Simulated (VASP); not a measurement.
# LiH (I4/mmm) in VASP: a series of runs

LiH is run at these levels: PBEsol; tasks: single point.

Program: VASP 6.6.1. These are calculated values, not measurements. Logs are shortened: lines on timing, memory, paths and dates and some standing lists are left out, and cuts for length are marked.

## (1) The cell of the first run

It takes space group I4/mmm (No. 139, tetragonal). Conventional cell: a = 2.989 Å, b = 2.989 Å, c = 4.065 Å, α = 90.00°, β = 90.00°, γ = 90.00°. Within 2.7 Å of Li (site symmetry 4/mmm) lie 6 H at 2.03 to 2.11 Å. H (site symmetry 4/mmm) has 6 Li at 2.03 to 2.11 Å within 2.7 Å.

## (2) Single point, PBEsol (strain +0.040 along x and y, +0.000 along z)

INCAR

```
ALGO = Normal ; EDIFF = 1E-6
ENCUT = 520 ; GGA = PS
ISIF = 2 ; ISMEAR = 0
LASPH = T ; LCHARG = F
LREAL = F ; LWAVE = F
NBANDS = 9 ; NELM = 100
PREC = Accurate ; SIGMA = 0.05
```

KPOINTS

```
k-points
0
Gamma
  10 10 10
```

POSCAR

```
LiH
1.0
    0.0000000000      2.1138000000      2.0325000000
    2.1138000000      0.0000000000      2.0325000000
    2.1138000000      2.1138000000      0.0000000000
Li H
1 1
Direct
    0.0000000000      0.0000000000      0.0000000000
    0.5000000000      0.5000000000      0.5000000000
```

Potentials or basis: VASP PAW PBE potentials, release 64 (Li_sv, H).

Command:

```bash
> cat potpaw_PBE.64/Li_sv/POTCAR potpaw_PBE.64/H/POTCAR > POTCAR
> mpirun -np 1 vasp_std > vasp.out
```

OUTCAR:

```text
EDIFF = 1E-6
   ENCUT = 520
   GGA = PS
   ISIF = 2
   ISMEAR = 0
   LASPH = T
   LREAL = F
   NELM = 100
   PREC = Accurate

 ion  position               nearest neighbor table
   1  0.000  0.000  0.000-
   2  0.500  0.500  0.500-

  LATTYP: Found a body centered tetragonal cell.
 ALAT       =     2.9893646281
 C/A-ratio  =     1.3598207331

  Lattice vectors:

 A1 = (   0.0000000000,  -2.1138000000,  -2.0325000000)
 A2 = (   0.0000000000,   2.1138000000,  -2.0325000000)
 A3 = (   2.1138000000,   0.0000000000,   2.0325000000)

Analysis of symmetry for initial positions (statically):
=====================================================================
 Subroutine PRICEL returns:
 Original cell was already a primitive cell.

 Routine SETGRP: Setting up the symmetry group for a
 body centered tetragonal supercell.

 Subroutine GETGRP returns: Found 16 space group operations
 (whereof 16 operations were pure point group operations)
 out of a pool of 16 trial point group operations.

The static configuration has the point symmetry D_4h.

Analysis of symmetry for dynamics (positions and initial velocities):
=====================================================================
 Subroutine PRICEL returns:
 Original cell was already a primitive cell.

 Routine SETGRP: Setting up the symmetry group for a
 body centered tetragonal supercell.

 Subroutine GETGRP returns: Found 16 space group operations
 (whereof 16 operations were pure point group operations)
 out of a pool of 16 trial point group operations.

The dynamic configuration has the point symmetry D_4h.

 Subroutine INISYM returns: Found 16 space group operations
 (whereof 16 operations are pure point group operations),
 and found     1 'primitive' translations

----------------------------------------------------------------------------------------

                                     Primitive cell

  volume of cell :      18.1630

  direct lattice vectors                    reciprocal lattice vectors
     0.000000000  2.113800000  2.032500000    -0.236540827  0.236540827  0.246002460
     2.113800000  0.000000000  2.032500000     0.236540827 -0.236540827  0.246002460
     2.113800000  2.113800000  0.000000000     0.236540827  0.236540827 -0.246002460

  length of vectors
     2.932440398  2.932440398  2.989364628     0.415235278  0.415235278  0.415235278

  position of ions in fractional coordinates (direct lattice)
     0.000000000  0.000000000  0.000000000
     0.500000000  0.500000000  0.500000000

[... 77 lines left out ...]
   LREAL  =      F    real-space projection
   EDIFFG = 0.1E-04   stopping-criterion for IOM
   NSW    =      0    number of steps for IOM
   IBRION =     -1    ionic relax: 0-MD 1-quasi-New 2-CG
   NFREE  =      0    steps in history (QN), initial steepest desc. (CG)
   ISIF   =      2    stress and relaxation
   ISYM   =      2    0-nonsym 1-usesym 2-fastsym
   POTIM  = 0.5000    time-step for ionic-motion
   TEBEG  =    0.0;   TEEND  =   0.0 temperature during run
   PSTRESS=    0.0 pullay stress
   NELECT =       4.0000    total number of electrons
   NUPDOWN=      -1.0000    fix difference up-down
   EMIN   =  10.00;   EMAX   =-10.00  energy-range for DOS
   EFERMI =   0.00;   METHOD = LEGACY
   ISMEAR =     0;   SIGMA  =   0.05  broadening in eV -4-tet -1-fermi 0-gaus
   EFERMI_NEDOS =   21; number of points for ismear=-14 and -15
   IALGO  =     38    algorithm
   IMIX   =      4    mixing-type and parameters
     AMIX     =   0.40;   BMIX     =  1.00
     AMIX_MAG =   1.60;   BMIX_MAG =  1.00
  volume/ion in A,a.u.               =       9.08        61.29
  Fermi-wavevector in a.u.,A,eV,Ry     =   0.988626  1.868232 13.298082  0.977381
  Thomas-Fermi vector in A             =   2.120166
   LORBIT       =      0    0 simple, 1 ext, 2 COOP (PROOUT), +10 PAW based schemes
   GGA     = PS    functional components
   LHFCALC =     F    Hartree Fock is set to
   AEXX    =    0.0000 exact exchange contribution
   IVDW    =     0    specifies the selected vdW correction
   LEPSILON=     F    determine dielectric tensor
   LRPA    =     F    only Hartree local field effects (RPA)
 non-spin polarized calculation
 Gauss-broadening in eV      SIGMA  =   0.05
  energy-cutoff  :      520.00
  volume of cell :       18.16
 maximum number of plane-waves:       515
 NGX is ok and might be reduce to    24
   NGX = 11   NGY = 11   NGZ = 11

 number of electron       4.0000004 magnetization

 Free energy of the ion-electron system (eV)
  ---------------------------------------------------
  ext. energy  EPLUGINS =         0.00000000
  ---------------------------------------------------
  free energy    TOTEN  =        -6.08461620 eV

  energy without entropy =       -6.08461620  energy(sigma->0) =       -6.08461620

 E-fermi :   0.1681     XC(G=0):  -8.2287

 val. band max:       -0.1877557165   @ k =   0.5000   0.5000   0.0000
 cond. band min:       2.3001531634   @ k =   0.5000   0.0000   0.5000
 fundamental gap:      2.4879088799
 Fermi energy:         0.1680902317

 k-point     1 :       0.0000    0.0000    0.0000
  band No.  band energies     occupation
      1     -44.2029      2.00000
      2      -5.4678      2.00000
      3      14.2017      0.00000
      4      15.9917      0.00000
      5      16.3112      0.00000
      6      16.3112      0.00000
      7      20.5200      0.00000
      8      20.5200      0.00000
      9      20.7242      0.00000
[... 265 lines left out ...]
 k-point    24 :       0.4000    0.3000    0.0000
  band No.  band energies     occupation
      1     -44.1674      2.00000
      2      -2.4111      2.00000
      3       6.1868      0.00000
      4       9.1502      0.00000
      5      10.2565      0.00000
      6      14.3095      0.00000
      7      15.4391      0.00000
      8      26.9449      0.00000
      9      27.0373      0.00000

 [... further k-points ...]
[... 5 lines left out ...]
  --------------------------------------------------------------------------------------
  -------------------------------------------------------------------------------------
  Total       -0.5515218     -0.5515218     -0.3332774      0.0000000      0.0000000      0.0000000
  in kB      -48.6502351    -48.6502351    -29.3986963      0.0000000      0.0000000      0.0000000
  external PRESSURE =     -42.2330555 kB  Pullay stress =       0.0000000 kB

 VOLUME and BASIS-vectors are now :
 -----------------------------------------------------------------------------
  energy-cutoff  :      520.00
  volume of cell :       18.16
      direct lattice vectors                 reciprocal lattice vectors
     0.000000000  2.113800000  2.032500000    -0.236540827  0.236540827  0.246002460
     2.113800000  0.000000000  2.032500000     0.236540827 -0.236540827  0.246002460
     2.113800000  2.113800000  0.000000000     0.236540827  0.236540827 -0.246002460

 POSITION                                       TOTAL-FORCE (eV/Angst)
 -----------------------------------------------------------------------------------
      0.00000      0.00000      0.00000         0.000000      0.000000     -0.000000
      2.11380      2.11380      2.03250        -0.000000      0.000000      0.000000
 -----------------------------------------------------------------------------------
    total drift:                                0.000000     -0.000000     -0.000000

  FREE ENERGIE OF THE ION-ELECTRON SYSTEM (eV)
  ---------------------------------------------------
  free  energy   TOTEN  =        -6.0846162025 eV

  energy  without entropy=       -6.0846162025  energy(sigma->0) =       -6.08461620
```

OSZICAR:

```text
N       E                     dE             d eps       ncg     rms          rms(c)
DAV:   1    -0.173232994072E+01   -0.17323E+01   -0.15410E+03  1852   0.413E+02
DAV:   2    -0.624224569840E+01   -0.45099E+01   -0.44861E+01  2636   0.538E+01
DAV:   3    -0.630185980204E+01   -0.59614E-01   -0.59560E-01  2201   0.527E+00
DAV:   4    -0.630211985544E+01   -0.26005E-03   -0.26003E-03  2612   0.333E-01
DAV:   5    -0.630212051701E+01   -0.66157E-06   -0.66157E-06  2241   0.140E-02    0.264E+00
DAV:   6    -0.613584436234E+01    0.16628E+00   -0.15061E-01  2030   0.113E+00    0.130E+00
DAV:   7    -0.608339263367E+01    0.52452E-01   -0.17163E-01  2143   0.139E+00    0.203E-01
DAV:   8    -0.608465102242E+01   -0.12584E-02   -0.42067E-03  2143   0.438E-01    0.325E-02
DAV:   9    -0.608461646353E+01    0.34559E-04   -0.98951E-05  2344   0.359E-02    0.939E-03
DAV:  10    -0.608461620251E+01    0.26102E-06   -0.47605E-06  2182   0.156E-02
   1 F= -.60846162E+01 E0= -.60846162E+01  d E =-.283888E-26
```

Wall time 10 s (1 thread of Intel Xeon Platinum 8488C (Sapphire Rapids), shared host); peak memory 0.13 GiB.

What came out:

- Free energy: -6.0846 eV
- Band gap on the k mesh: 2.49 eV, indirect (least direct gap 2.77 eV)

Levels at points of the mesh, in eV from the valence-band top:
```tsv
k point	band 1	band 2	band 3	band 4	band 5	band 6	band 7
(0.00, 0.00, 0.00)	-44.02	-5.28	14.39	16.18	16.50	16.50	20.71
(0.50, 0.00, 0.00)	-43.98	-2.56	4.25	12.31	14.74	15.53	17.16
(0.50, 0.50, 0.00)	-43.97	0.00	2.98	9.50	9.50	12.42	15.21
(0.50, 0.00, 0.50)	-43.98	-0.28	2.49	9.92	10.24	12.99	15.47
```

Caveat: the cell differs from its parent crystal (strain +0.040 along x and y, +0.000 along z); the cutoff is under 1.25 times the usual one of these potentials, so pressure, stress and relaxed cells hold a basis-set (Pulay) error; the PAW data sets were made with another functional, which shifts forces and pressure a little. A k mesh can miss the band edges.

(Continued in part 2 of 2.)
